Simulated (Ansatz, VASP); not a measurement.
**Cl: VASP beside Ansatz**

```
Cl
1.0
     2.11235    0.00000    0.00000
     0.00000    2.11235    0.00000
     0.00000    0.00000    2.11235
Cl
1
Direct
  0.00000 0.00000 0.00000
```

Change from the starting cell: volume scaled by 0.4, crystal datasets.

Alike in both runs: task single point; functional PBE; k mesh 15 × 15 × 15; occupations fermi-dirac, width 0.1 eV; no spin polarisation.

```csv
,VASP,Ansatz
version,VASP 6.6.1,Ansatz 0.2.0
potentials or method,"VASP PAW PBE potentials, release 64 (Cl), cutoff 520 eV","all-electron PAW with datasets made for the crystal, scalar-relativistic"
```

Ansatz gave:

- pressure (GPa): 213.3

What did VASP give for the same quantities?

Pressure (GPa): 213.9.

Both programs put the cell under a high pressure, so it lies far from rest at this level. Ansatz ran all-electron here, and VASP with PAW potentials.

Noted on VASP's run: the cell as given lies far from equilibrium.
